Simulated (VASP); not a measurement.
Input of a VASP 6.6.1 run:

File INCAR:

```
SYSTEM = Al
  PREC = Accurate
  ENCUT = 500
  EDIFF = 1E-6
  ISMEAR = 0
  SIGMA = 0.1
  LREAL = .FALSE.
  LASPH = .TRUE.
  NELM = 120
  ALGO = Normal
  ISIF = 2
  LWAVE = .FALSE.
  LCHARG = .FALSE.
  GGA = PE
  IVDW = 12
  NBANDS = 8
  GGA_COMPAT = .FALSE.
```

The input KPOINTS:

```
regular mesh
0
G
  8 8 8
  0 0 0
```

POSCAR

```
Al
1.0
   -1.6070005753      1.6070005753      1.6070005753
    1.6070005753     -1.6070005753      1.6070005753
    1.6070005753      1.6070005753     -1.6070005753
Al
1
Direct
    0.0000000000      0.0000000000      0.0000000000
```

Potentials or basis: VASP PAW PBE potentials, release 64 (Al).

Launch:

```console
$ cat potpaw_PBE.64/Al/POTCAR > POTCAR
$ mpirun -np 1 vasp_std > vasp.out
```

Q: Predict the band gap on the k mesh.

A: Zero (an odd number of electrons rules out a gap without spin polarisation).

Q: Estimate the pressure.

A: -1.5 GPa.

Q: Predict the dispersion energy per atom.

A: -0.334 eV.
